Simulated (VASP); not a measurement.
Crystal: BaS.

```
CELL_PARAMETERS angstrom
0.00000 3.25639 3.25639
3.25639 0.00000 3.25639
3.25639 3.25639 0.00000
ATOMIC_POSITIONS crystal
Ba 0.00000 0.00000 0.00000
S 0.50000 0.50000 0.50000
```

Base run:

| Quantity | Value |
| --- | --- |
| Program | VASP 6.6.1 |
| Functional | r2SCAN |
| Potentials or basis | VASP PAW PBE potentials, release 64 (Ba_sv, S) |
| Cutoff | 520 eV |
| k mesh | 7 × 7 × 7 |
| Occupations | fermi-dirac, width 0.05 eV |
| Spin | no spin polarisation |

Its results: band gap on the k mesh 2.61 eV, indirect (least direct gap 2.78 eV); pressure -1.2 GPa.

**Question.** The run is repeated on the same cell with these changes: functional from r2SCAN to PBE; further incar settings from ALGO = Normal; EDIFF = 1e-06; NBANDS = 15 to ALGO = Normal; EDIFF = 1e-07; NBANDS = 15. What comes out?

**Answer.** Band gap on the k mesh 2.25 eV, indirect (least direct gap 2.42 eV); pressure -1.0 GPa.

Caveats: spin-orbit coupling is left out, which moves the levels of the heavy elements; the PAW data sets were made with another functional, which shifts forces and pressure a little (some runs).

A k mesh can miss the band edges.
